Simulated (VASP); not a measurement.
Input of a VASP 6.6.1 run:

The input POSCAR:

```
GaN
1.0
    0.0000000000      2.2489526325      2.2489526325
    2.2489526325      0.0000000000      2.2489526325
    2.2489526325      2.2489526325      0.0000000000
Ga N
1 1
Direct
    0.0000000000      0.0000000000      0.0000000000
    0.7500000000      0.7500000000      0.7500000000
```

Contents of INCAR.step1:

```
ALGO = Normal ; EDIFF = 1E-5
ENCUT = 1460 ; GGA = PE
GGA_COMPAT = F ; ISMEAR = -1
LASPH = T ; LCHARG = F
LREAL = F ; LWAVE = T
NBANDS = 16 ; NELM = 120
PREC = Accurate ; SIGMA = 0.02
```

File INCAR.step2:

```
ALGO = Normal ; EDIFF = 1E-6
ENCUT = 1460 ; GGA_COMPAT = F
ISIF = 2 ; ISMEAR = -1
ISTART = 1 ; LASPH = T
LCHARG = F ; LMIXTAU = T
LREAL = F ; LWAVE = F
METAGGA = R2SCAN ; NBANDS = 16
NELM = 120 ; PREC = Accurate
SIGMA = 0.02
```

The input KPOINTS:

```
k-points
0
Gamma
  8 8 8
```

Potentials or basis: VASP PAW PBE potentials, release 64 (Ga_d, N_h).

Command:

```bash
$ cat potpaw_PBE.64/Ga_d/POTCAR potpaw_PBE.64/N_h/POTCAR > POTCAR
$ cp INCAR.step1 INCAR
$ mpirun -np 1 vasp_std > vasp.out
$ cp INCAR.step2 INCAR
$ mpirun -np 1 vasp_std > vasp.out
```

Question: What does it give for the band gap on the k mesh?

Answer: 2.16 eV.

Question: Estimate the pressure.

Answer: 1.1 GPa.

Caveat: the PAW data sets were made with another functional, which shifts forces and pressure a little.
